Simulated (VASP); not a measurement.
# BaTiO3 (Pm-3m) in VASP: notebook, part 2 of 2

VASP 6.6.1. Earlier steps stand in the parts before.

### 6 Single point, LDA

Input file INCAR:

```
PREC = Accurate ; ENCUT = 520
EDIFF = 1E-7 ; ISMEAR = 0
SIGMA = 0.01 ; LREAL = F
LASPH = T ; NELM = 100
ALGO = Normal ; ISIF = 2
LWAVE = F ; LCHARG = T
GGA = CA ; LELF = T
LVHAR = T ; NBANDS = 28
```

Input file KPOINTS:

```
Automatic mesh
0
Gamma
  6 6 6
```

Input file POSCAR:

```
BaTiO3
1.0
    3.9940959787      0.0000000000      0.0000000000
    0.0000000000      3.9940959787      0.0000000000
    0.0000000000      0.0000000000      3.9940959787
Ba Ti O
1 1 3
Direct
    0.5000000000      0.5000000000      0.5000000000
    0.0000000000      0.0000000000      0.0000000000
    0.5000000000      0.0000000000      0.0000000000
    0.0000000000      0.5000000000      0.0000000000
    0.0000000000      0.0000000000      0.5000000000
```

Potentials or basis: VASP PAW LDA potentials, release 64 (Ba_sv, Ti_sv, O).

The run is started by

```sh
> cat potpaw_LDA.64/Ba_sv/POTCAR potpaw_LDA.64/Ti_sv/POTCAR potpaw_LDA.64/O/POTCAR > POTCAR
> mpirun -np 1 vasp_std > vasp.out
```

OUTCAR:

```text
PREC = Accurate
   ENCUT = 520
   EDIFF = 1E-7
   ISMEAR = 0
   LREAL = F
   LASPH = T
   NELM = 100
   ISIF = 2
   GGA = CA

 ion  position               nearest neighbor table
   1  0.500  0.500  0.500-   3 2.82   4 2.82   5 2.82   3 2.82   4 2.82   3 2.82   5 2.82   3 2.82
                             4 2.82   5 2.82   4 2.82   5 2.82   2 3.46   2 3.46   2 3.46   2 3.46
   2  0.000  0.000  0.000-   3 2.00   4 2.00   5 2.00   5 2.00   4 2.00   3 2.00   1 3.46   1 3.46
                             1 3.46   1 3.46   1 3.46   1 3.46   1 3.46   1 3.46
   3  0.500  0.000  0.000-   2 2.00   2 2.00   1 2.82   1 2.82   1 2.82   1 2.82
   4  0.000  0.500  0.000-   2 2.00   2 2.00   1 2.82   1 2.82   1 2.82   1 2.82
   5  0.000  0.000  0.500-   2 2.00   2 2.00   1 2.82   1 2.82   1 2.82   1 2.82

  LATTYP: Found a simple cubic cell.
 ALAT       =     3.9940959787

  Lattice vectors:

 A1 = (   3.9940959787,   0.0000000000,   0.0000000000)
 A2 = (   0.0000000000,   3.9940959787,   0.0000000000)
 A3 = (   0.0000000000,   0.0000000000,   3.9940959787)

Analysis of symmetry for initial positions (statically):
=====================================================================
 Subroutine PRICEL returns:
 Original cell was already a primitive cell.

 Routine SETGRP: Setting up the symmetry group for a
 simple cubic supercell.

 Subroutine GETGRP returns: Found 48 space group operations
 (whereof 48 operations were pure point group operations)
 out of a pool of 48 trial point group operations.

The static configuration has the point symmetry O_h .

Analysis of symmetry for dynamics (positions and initial velocities):
=====================================================================
 Subroutine PRICEL returns:
 Original cell was already a primitive cell.

 Routine SETGRP: Setting up the symmetry group for a
 simple cubic supercell.

 Subroutine GETGRP returns: Found 48 space group operations
 (whereof 48 operations were pure point group operations)
 out of a pool of 48 trial point group operations.

The dynamic configuration has the point symmetry O_h .

 Subroutine INISYM returns: Found 48 space group operations
 (whereof 48 operations are pure point group operations),
 and found     1 'primitive' translations

----------------------------------------------------------------------------------------

                                     Primitive cell

  volume of cell :      63.7170

  direct lattice vectors                    reciprocal lattice vectors
     3.994095979  0.000000000  0.000000000     0.250369547  0.000000000  0.000000000
     0.000000000  3.994095979  0.000000000     0.000000000  0.250369547  0.000000000
     0.000000000  0.000000000  3.994095979     0.000000000  0.000000000  0.250369547

  length of vectors
     3.994095979  3.994095979  3.994095979     0.250369547  0.250369547  0.250369547

  position of ions in fractional coordinates (direct lattice)
     0.500000000  0.500000000  0.500000000
     0.000000000  0.000000000  0.000000000
     0.500000000  0.000000000  0.000000000
     0.000000000  0.500000000  0.000000000
     0.000000000  0.000000000  0.500000000

[... 31 lines left out ...]

 Found     20 irreducible k-points:

 Following reciprocal coordinates:
            Coordinates               Weight
  0.000000  0.000000  0.000000      1.000000
  0.166667  0.000000  0.000000      6.000000
  0.333333  0.000000  0.000000      6.000000
  0.500000  0.000000  0.000000      3.000000
  0.166667  0.166667  0.000000     12.000000
  0.333333  0.166667  0.000000     24.000000
[... 12 lines left out ...]
  0.500000  0.500000  0.333333      6.000000
  0.500000  0.500000  0.500000      1.000000
   k-points           NKPTS =     20   k-points in BZ     NKDIM =     20   number of bands    NBANDS=     28
   number of dos      NEDOS =    301   number of ions     NIONS =      5
   total plane-waves  NPLWV =  27000
   dimension x,y,z NGX =    30 NGY =   30 NGZ =   30
   dimension x,y,z NGXF=    60 NGYF=   60 NGZF=   60
   ions per type =               1   1   3
   NGX,Y,Z   is equivalent  to a cutoff of  12.49, 12.49, 12.49 a.u.
   NGXF,Y,Z  is equivalent  to a cutoff of  24.97, 24.97, 24.97 a.u.
 SYSTEM =  unknown system
   PREC   = accura    normal or accurate (medium, high low for compatibility)
   ISTART =      0    job   : 0-new  1-cont  2-samecut
   ICHARG =      2    charge: 1-file 2-atom 10-const
   ISPIN  =      1    spin polarized calculation?
   LNONCOLLINEAR =      F non collinear calculations
   LSORBIT =      F    spin-orbit coupling
   LASPH  =      T    aspherical Exc in radial PAW
   ENCUT  =  520.0 eV  38.22 Ry    6.18 a.u.   7.43  7.43  7.43*2*pi/ulx,y,z
   NELM   =    100;   NELMIN=  2; NELMDL= -5     # of ELM steps
   EDIFF  = 0.1E-06   stopping-criterion for ELM
   LREAL  =      F    real-space projection
   EDIFFG = 0.1E-05   stopping-criterion for IOM
   NSW    =      0    number of steps for IOM
   IBRION =     -1    ionic relax: 0-MD 1-quasi-New 2-CG
   NFREE  =      0    steps in history (QN), initial steepest desc. (CG)
   ISIF   =      2    stress and relaxation
   ISYM   =      2    0-nonsym 1-usesym 2-fastsym
   POTIM  = 0.5000    time-step for ionic-motion
   TEBEG  =    0.0;   TEEND  =   0.0 temperature during run
   PSTRESS=    0.0 pullay stress
   NELECT =      40.0000    total number of electrons
   NUPDOWN=      -1.0000    fix difference up-down
   EMIN   =  10.00;   EMAX   =-10.00  energy-range for DOS
   EFERMI =   0.00;   METHOD = LEGACY
   ISMEAR =     0;   SIGMA  =   0.01  broadening in eV -4-tet -1-fermi 0-gaus
   EFERMI_NEDOS =   21; number of points for ismear=-14 and -15
   IALGO  =     38    algorithm
   IMIX   =      4    mixing-type and parameters
     AMIX     =   0.40;   BMIX     =  1.00
     AMIX_MAG =   1.60;   BMIX_MAG =  1.00
  volume/ion in A,a.u.               =      12.74        86.00
  Fermi-wavevector in a.u.,A,eV,Ry     =   1.401769  2.648959 26.734839  1.964955
  Thomas-Fermi vector in A             =   2.524597
   LORBIT       =      0    0 simple, 1 ext, 2 COOP (PROOUT), +10 PAW based schemes
   GGA     = CA    functional components
   LHFCALC =     F    Hartree Fock is set to
   AEXX    =    0.0000 exact exchange contribution
   IVDW    =     0    specifies the selected vdW correction
   LEPSILON=     F    determine dielectric tensor
   LRPA    =     F    only Hartree local field effects (RPA)
 non-spin polarized calculation
 Gauss-broadening in eV      SIGMA  =   0.01
  energy-cutoff  :      520.00
  volume of cell :       63.72
 maximum number of plane-waves:      1743
 NGX is ok and might be reduce to    30
   NGX = 15   NGY = 15   NGZ = 15

 number of electron      39.9999976 magnetization

 Free energy of the ion-electron system (eV)
  ---------------------------------------------------
  ext. energy  EPLUGINS =         0.00000000
  ---------------------------------------------------
  free energy    TOTEN  =       -44.12013950 eV

  energy without entropy =      -44.12013950  energy(sigma->0) =      -44.12013950

 E-fermi :   3.6275     XC(G=0): -11.7698

 val. band max:        3.5730157551   @ k =   0.5000   0.5000   0.5000
 cond. band min:       5.2406351571   @ k =   0.0000   0.0000   0.0000
 fundamental gap:      1.6676194020
 Fermi energy:         3.6274936788

 k-point     1 :       0.0000    0.0000    0.0000
  band No.  band energies     occupation
      1     -52.2878      2.00000
      2     -28.9057      2.00000
      3     -28.9057      2.00000
      4     -28.9057      2.00000
      5     -21.0700      2.00000
      6     -13.0224      2.00000
[... 609 lines left out ...]
     27      11.3401      0.00000
     28      11.3401      0.00000

------------------------ aborting loop because EDIFF is reached ----------------------------------------

  FORCE on cell =-STRESS in cart. coord.  units (eV):
  Direction    XX          YY          ZZ          XY          YZ          ZX
  --------------------------------------------------------------------------------------
  -------------------------------------------------------------------------------------
  Total       -2.3164476     -2.3164476     -2.3164476      0.0000000      0.0000000     -0.0000000
  in kB      -58.2475370    -58.2475370    -58.2475370      0.0000000      0.0000000     -0.0000000
  external PRESSURE =     -58.2475370 kB  Pullay stress =       0.0000000 kB

 VOLUME and BASIS-vectors are now :
 -----------------------------------------------------------------------------
  energy-cutoff  :      520.00
  volume of cell :       63.72
      direct lattice vectors                 reciprocal lattice vectors
     3.994095979  0.000000000  0.000000000     0.250369547  0.000000000  0.000000000
     0.000000000  3.994095979  0.000000000     0.000000000  0.250369547  0.000000000
     0.000000000  0.000000000  3.994095979     0.000000000  0.000000000  0.250369547

 POSITION                                       TOTAL-FORCE (eV/Angst)
 -----------------------------------------------------------------------------------
      1.99705      1.99705      1.99705         0.000000      0.000000      0.000000
      0.00000      0.00000      0.00000         0.000000      0.000000      0.000000
      1.99705      0.00000      0.00000         0.000000      0.000000      0.000000
      0.00000      1.99705      0.00000         0.000000      0.000000      0.000000
      0.00000      0.00000      1.99705         0.000000      0.000000      0.000000
 -----------------------------------------------------------------------------------
    total drift:                                0.000000     -0.000000      0.000000

  FREE ENERGIE OF THE ION-ELECTRON SYSTEM (eV)
  ---------------------------------------------------
  free  energy   TOTEN  =       -44.1201394986 eV

  energy  without entropy=      -44.1201394986  energy(sigma->0) =      -44.12013950
```

Run time: 72 s. Hardware: 1 thread of Intel Xeon 8259CL, shared host; peak memory 0.17 GiB.

What came out:

```
Free energy            : -44.1201 eV
Pressure               : -5.8 GPa
Band gap on the k mesh : 1.67 eV (least direct gap 1.80 eV)
```

Caveat: the cell stands under tension; spin-orbit coupling is left out, which moves the levels of the heavy elements.

### 7 Summary

| level | potentials or basis | cell | k mesh | smearing | grid for exact exchange (PRECFOCK) | share of exact exchange | screening parameter | gap on the mesh (eV) | pressure (GPa) |
| --- | --- | --- | --- | --- | --- | --- | --- | --- | --- |
| HSE06 | VASP PAW PBE potentials, release 64 (Ba_sv, Ti_sv, O) | a = 3.994 Å, 5 atoms | 4 × 4 × 4 | gaussian 0.01 eV | Fast | 0.25 | 0.2079 1/Å | 3.14 | -0.6 |
| LDA | VASP PAW LDA potentials, release 64 (Ba_sv, Ti_sv, O) | a = 3.935 Å, 5 atoms | 6 × 6 × 6 | fermi-dirac 0.02 eV | - | - | - | 1.75 | 2.6 |
| PBEsol | VASP PAW PBE potentials, release 64 (Ba_sv, Ti_sv, O) | a = 3.970 Å, 5 atoms | 6 × 6 × 6 | fermi-dirac 0.02 eV | - | - | - | 1.74 | 2.0 |
| PBE | VASP PAW PBE potentials, release 64 (Ba_sv, Ti_sv, O) | a = 3.994 Å, 5 atoms | 6 × 6 × 6 | fermi-dirac 0.02 eV | - | - | - | 1.76 | 5.0 |
| LDA | VASP PAW LDA potentials, release 64 (Ba_sv, Ti_sv, O) | a = 3.994 Å, 5 atoms | 6 × 6 × 6 | gaussian 0.01 eV | - | - | - | 1.67 | -5.8 |

Alike in all rows: task single point; no spin polarisation; cutoff (eV) 520.

Caveats: spin-orbit coupling is left out, which moves the levels of the heavy elements; the PAW data sets were made with another functional, which shifts forces and pressure a little (at least some runs); the cell stands under pressure (at least some runs); the cell stands under tension (at least some runs).

Absolute energies hang on the potentials; compare differences alone.
